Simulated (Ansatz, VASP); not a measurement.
**One calculation of Zn, two programs**

```
Zn
1.0
     0.00000    2.77460    2.77460
     2.77460    0.00000    2.77460
     2.77460    2.77460    0.00000
Zn
2
Direct
  0.12500 0.12500 0.12500
  0.87500 0.87500 0.87500
```

Alike in both runs: task single point; functional LDA; k mesh 10 × 10 × 10; occupations fermi-dirac, width 0.1 eV; non-collinear spin, spin-orbit coupling.

|  | VASP | Ansatz |
| --- | --- | --- |
| version | VASP 6.6.1 | Ansatz 0.2.0 |
| potentials or method | VASP PAW LDA potentials, release 64 (Zn), cutoff 520 eV | plane waves (420 eV) with PAW, fully relativistic with spin-orbit coupling |
| valence electrons in the cell | 24 | 24 |

|  | VASP | Ansatz | Ansatz less VASP |
| --- | --- | --- | --- |
| net moment per atom (μB) | 0.00 | 0.00 | 0.000 |

Ansatz warns that its potentials were made for another functional, while VASP's fit it. LDA's correlation is that of Perdew and Zunger in VASP and of Perdew and Wang (1992) in Ansatz.
